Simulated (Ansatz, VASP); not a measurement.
## In in VASP and in Ansatz

The input INCAR:

```
SYSTEM = In
  PREC = Accurate
  ENCUT = 520
  EDIFF = 1E-6
  ISMEAR = -1
  SIGMA = 0.1
  LREAL = .False.
  LASPH = .True.
  NELM = 100
  ALGO = Normal
  ISIF = 2
  LWAVE = .False.
  LCHARG = .True.
  GGA = B5
  ALDAX = 1.0
  AGGAX = 1.0
  AGGAC = 1.0
  ALDAC = 0.0
  LELF = .True.
  LVHAR = .True.
  NBANDS = 34
```

Contents of KPOINTS:

```
Automatic mesh
0
Gamma
  12 12 3
  0 0 0
```

Contents of POSCAR:

```
In
1.0
    3.5394053551      0.0000000000      0.0000000000
   -1.7697026775      3.0652149518      0.0000000000
    0.0000000000      0.0000000000     11.4898213221
In
4
Direct
    0.0000000000      0.0000000000      1.0000000000
    0.0000000000      1.0000000000      0.5000000000
    0.3333333333      0.6666666667      0.2500000000
    0.6666666667      0.3333333333      0.7500000000
```

Input for Ansatz:

```yaml
crystal:
  lattice:
    - [3.5394053551, 0.0, 0.0]
    - [-1.7697026775, 3.0652149518, 0.0]
    - [0.0, 0.0, 11.4898213221]
  atoms:
    - { symbol: In, position: [0.0, 0.0, 1.0] }
    - { symbol: In, position: [0.0, 1.0, 0.5] }
    - { symbol: In, position: [0.3333333333, 0.6666666667, 0.25] }
    - { symbol: In, position: [0.6666666667, 0.3333333333, 0.75] }
hamiltonian:
  xc: blyp
  pseudopotentials:
    kind: paw
    azcp:
      In: "pseudopotentials/In.paw.azcp"
basis:
  ecutwfc: 420
  fft_grid_basis: typed
kpoints:
  mp_grid: { grid: [12, 12, 3], shift: [0, 0, 0] }
magnetization:
  spin_polarized: false
scf:
  occupations: { method: fermi_dirac, width: 0.1 }
  lower_state_search: "off"
output:
  stress: true
```

Alike in both runs: task single point; functional BLYP; k mesh 12 × 12 × 3; occupations fermi-dirac, width 0.1 eV; no spin polarisation.

|  | VASP | Ansatz |
| --- | --- | --- |
| version | VASP 6.6.1 | Ansatz 0.2.0 |
| potentials or method | VASP PAW PBE potentials, release 64 (In_d), cutoff 520 eV | plane waves (420 eV) with PAW, scalar-relativistic |
| valence electrons in the cell | 52 | 52 |

```tsv
	VASP	Ansatz	Ansatz less VASP
pressure (GPa)	0.0	0.0	+0.06
```

VASP's potentials were made for PBE, not for BLYP.
